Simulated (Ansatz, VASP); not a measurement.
## Two plane-wave programs on ZnSe

The input INCAR:

```
PREC = Accurate
ENCUT = 520
EDIFF = 1E-7
ISMEAR = 0
SIGMA = 0.02
LREAL = False
LASPH = True
NELM = 100
ALGO = Normal
ISIF = 2
LWAVE = False
LCHARG = False
GGA = PS
NBANDS = 16
```

Contents of KPOINTS:

```
regular mesh
0
Gamma
  8 8 8
```

Contents of POSCAR:

```
ZnSe
1.0
    0.0000000000      2.9736196920      2.9736196920
    2.9736196920      0.0000000000      2.9736196920
    2.9736196920      2.9736196920      0.0000000000
Zn Se
1 1
Direct
    0.0000000000      0.0000000000      0.0000000000
    0.7500000000      0.7500000000      0.7500000000
```

Input for Ansatz:

```yaml
crystal:
  lattice:
    - [0.0, 2.973619692, 2.973619692]
    - [2.973619692, 0.0, 2.973619692]
    - [2.973619692, 2.973619692, 0.0]
  atoms:
    - { symbol: Zn, position: [0.0, 0.0, 0.0] }
    - { symbol: Se, position: [0.75, 0.75, 0.75] }
basis:
  ecutwfc: 420
kpoints:
  mp_grid: { grid: [8, 8, 8] }
hamiltonian:
  xc: pbesol
scf:
  occupations: { method: gaussian, width: 0.02 }
output:
  forces: true
  stress: true
  eigenvalues: true
```

Alike in both runs: task single point; functional PBEsol; k mesh 8 × 8 × 8; occupations gaussian, width 0.02 eV; no spin polarisation.

|  | VASP | Ansatz |
| --- | --- | --- |
| version | VASP 6.6.1 | Ansatz 0.2.0 |
| potentials or method | VASP PAW PBE potentials, release 64 (Zn, Se), cutoff 520 eV | scalar-relativistic, plane waves, PAW |
| valence electrons in the cell | 18 | 28 |

```csv
,VASP,Ansatz,Ansatz less VASP
gap on the k mesh at the Fermi level (eV),0.64,0.64,+0.001
least direct gap on the mesh (eV),0.64,0.64,+0.001
pressure (GPa),-7.2,-7.3,-0.13
```

VASP's potentials were made for PBE, not for PBEsol. VASP's potentials hold 18 valence electrons a cell and Ansatz's 28, so a difference there can come from the potentials and not from the codes.
